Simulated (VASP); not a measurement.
**In: single point with LDA**

In:

```xyz
1
Lattice="-1.8571 1.8571 1.8571 1.8571 -1.8571 1.8571 1.8571 1.8571 -1.8571" Properties=species:S:1:pos:R:3 pbc="T T T"
In    0.0000    0.0000    0.0000
```

This cell differs from its parent crystal: volume scaled by 0.96.

```yaml
Program: VASP 6.6.1
Task: single point
Functional: LDA
Potentials_or_basis: VASP PAW LDA potentials, release 64 (In_d)
Cutoff: 520 eV
k_mesh: 10 × 10 × 10
Occupations: fermi-dirac, width 0.05 eV
Spin: no spin polarisation
```

The pressure is -1.4 GPa.

Levels at points of the mesh, in eV from the Fermi level:
```tsv
k point	band 4	band 5	band 6	band 7	band 8	band 9
(0.00, 0.00, 0.00)	-14.25	-14.25	-9.63	11.26	11.26	11.26
(0.50, 0.00, 0.00)	-14.25	-14.06	-3.91	-3.18	6.00	7.47
(0.50, 0.50, 0.50)	-14.11	-14.11	1.11	1.30	1.30	1.30
```

Wall time 12 s on 1 thread of Intel Xeon 8259CL, on a shared host, peak memory 0.13 GiB.

Caveat: spin-orbit coupling is left out, which moves the levels of the heavy elements.
